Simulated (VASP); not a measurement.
**MnS: single point with PBE**

The system is MnS.

```
CELL_PARAMETERS angstrom
-2.79500 -5.59000 -2.79500
-2.79500 0.00000 -2.79500
2.79500 0.00000 -2.79500
ATOMIC_POSITIONS crystal
Mn 0.00000 0.00000 0.00000
Mn 0.50000 0.00000 0.50000
S 0.75000 0.25000 0.50000
S 0.25000 0.25000 0.00000
```

```
Program                : VASP 6.6.1
Task                   : single point
Functional             : PBE
Potentials or basis    : VASP PAW PBE potentials, release 64 (Mn_pv, S)
Cutoff                 : 520 eV
k mesh                 : 4 × 6 × 5
Occupations            : fermi-dirac, width 0.02 eV
Spin                   : collinear spin, ferromagnetic start
Starting moments       : [4.5, 4.5, 0.0, 0.0] μB
Dipole correction      : no
Further INCAR settings : ALGO = Normal; EDIFF = 1e-06; NBANDS = 31; ISYM = 0
```

| Item | Value |
| --- | --- |
| Pressure | 1.5 GPa |
| Net moment | 9.85 μB per cell |
| Site moments | Mn +4.33; S +0.09 μB |
| Valence electrons inside the program's atomic spheres | Mn 11.38; S 3.77 |

Levels at points of the mesh, in eV from the Fermi level:
Spin up:
| k point | band 20 | band 21 | band 22 | band 23 | band 24 | band 25 | band 26 | band 27 | band 28 | band 29 |
| --- | --- | --- | --- | --- | --- | --- | --- | --- | --- | --- |
| (0.00, 0.00, 0.00) | -2.16 | -2.16 | 0.25 | 0.25 | 0.25 | 0.97 | 2.74 | 4.33 | 5.84 | 5.84 |
| (0.50, 0.00, 0.00) | -1.29 | -1.00 | -1.00 | -1.00 | -1.00 | 3.06 | 3.06 | 4.59 | 4.59 | 7.62 |
| (0.00, 0.50, 0.00) | -2.89 | -0.78 | -0.78 | -0.78 | -0.78 | 2.95 | 2.95 | 6.28 | 6.28 | 6.28 |
| (0.50, 0.50, 0.00) | -2.31 | -1.97 | -1.97 | -0.71 | -0.71 | 4.36 | 4.36 | 5.29 | 5.29 | 6.30 |
Spin down:
| k point | band 10 | band 11 | band 12 | band 13 | band 14 | band 15 | band 16 | band 17 | band 18 | band 19 |
| --- | --- | --- | --- | --- | --- | --- | --- | --- | --- | --- |
| (0.00, 0.00, 0.00) | -3.36 | -3.36 | -3.33 | -3.33 | -3.33 | -0.01 | 0.82 | 0.83 | 0.85 | 1.26 |
| (0.50, 0.00, 0.00) | -4.39 | -3.36 | -3.36 | -3.36 | -3.36 | 0.32 | 0.32 | 1.04 | 1.04 | 2.06 |
| (0.00, 0.50, 0.00) | -5.17 | -3.25 | -3.25 | -3.25 | -3.25 | 0.88 | 0.89 | 0.95 | 0.95 | 0.95 |
| (0.50, 0.50, 0.00) | -4.63 | -3.88 | -3.88 | -3.23 | -3.23 | 0.64 | 0.64 | 0.71 | 0.71 | 1.15 |

Run time: 2.6 min on 1 thread of AMD EPYC 9R45 96-Core Processor (Zen 5), on a shared host, peak memory 0.37 GiB.

Caveat: semilocal functionals often make such compounds metallic where correlation or magnetic order opens a gap, which also shifts bond lengths; only a ferromagnetic start was run, and an antiferromagnetic order may lie lower in energy. With open d or f shells a metallic result of PBE can be an artefact of self-interaction; +U or a hybrid may open a gap.
